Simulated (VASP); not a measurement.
The system is Co.

```
CELL_PARAMETERS angstrom
2.48736 0.00000 0.00000
-1.24368 2.15412 0.00000
0.00000 0.00000 4.06329
ATOMIC_POSITIONS crystal
Co 0.33333 0.66667 0.74014
Co 0.66667 0.33333 0.25986
```

| Property | Result |
| --- | --- |
| Program | VASP 6.6.1 |
| Task | relaxation of cell and atoms |
| Functional | BLYP |
| Dispersion | D4 |
| Potentials or basis | VASP PAW PBE potentials, release 64 (Co) |
| Cutoff | 600 eV |
| k mesh | 12 × 12 × 7 |
| Occupations | fermi-dirac, width 0.05 eV |
| Spin | collinear spin, ferromagnetic start |
| Starting moments | [2.0, 2.0] μB |

At the start: pressure -2.8 GPa; volume 10.89 Å³/atom.

**Question.** How do energy, volume and symmetry change on relaxing?

**Answer.** Over 7 steps the energy falls by 13.8 meV/atom and the volume is 10.69 Å³/atom (-1.8 %); space group P6_3/mmc (No. 194, to 0.05 Å); moment 3.12 μB per cell.

Step by step:
```
step  energy change (eV)  largest force (eV/Å)  pressure (GPa)  volume (Å³)
   1              0.0000                0.5252           -2.82        21.77
   2             -0.0228                0.2286            2.05        21.17
   3             -0.0231                0.1823            2.81        21.10
   4             -0.0265                0.0987           -0.97        21.47
   5             -0.0275                0.0120            0.19        21.35
   6             -0.0275                0.0078            0.25        21.34
   7             -0.0275                0.0083           -0.05        21.37
```

Final structure:
```
CELL_PARAMETERS angstrom
2.48347 0.00000 0.00000
-1.24174 2.15075 0.00000
0.00000 0.00000 4.00181
ATOMIC_POSITIONS crystal
Co 0.33333 0.66667 0.74985
Co 0.66667 0.33333 0.25015
```

Caveat: the PAW data sets were made with another functional, which shifts forces and pressure a little; pairwise dispersion overbinds metals, which lowers pressure and volume.
